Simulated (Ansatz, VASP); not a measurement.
## Two plane-wave programs on NaF

```xyz
2
Lattice="0.0000 2.3510 2.3510 2.3510 0.0000 2.3510 2.3510 2.3510 0.0000" Properties=species:S:1:pos:R:3 pbc="T T T"
Na    0.0000    0.0000    0.0000
F     2.3510    2.3510    2.3510
```

Alike in both runs: functional PBE; k mesh 8 × 8 × 8; occupations gaussian, width 0.02 eV; no spin polarisation.

Ansatz relaxed the structure, and its values are those at the end. VASP's run is a single point on that final structure, the one shown.

|  | VASP | Ansatz |
| --- | --- | --- |
| version | VASP 6.6.1 | Ansatz 0.2.0 |
| potentials or method | VASP PAW PBE potentials, release 64 (Na_pv, F), cutoff 600 eV | scalar-relativistic, plane waves, PAW |
| valence electrons in the cell | 14 | 16 |

```tsv
	VASP	Ansatz	Ansatz less VASP
gap on the k mesh at the Fermi level (eV)	6.07	6.08	+0.013
least direct gap on the mesh (eV)	6.07	6.08	+0.013
pressure (GPa)	-0.3	0.0	+0.26
```

With one functional, cell and mesh, what is left measures potentials, basis and numerics. VASP's potentials hold 14 valence electrons a cell and Ansatz's 16, so a difference there can come from the potentials and not from the codes.
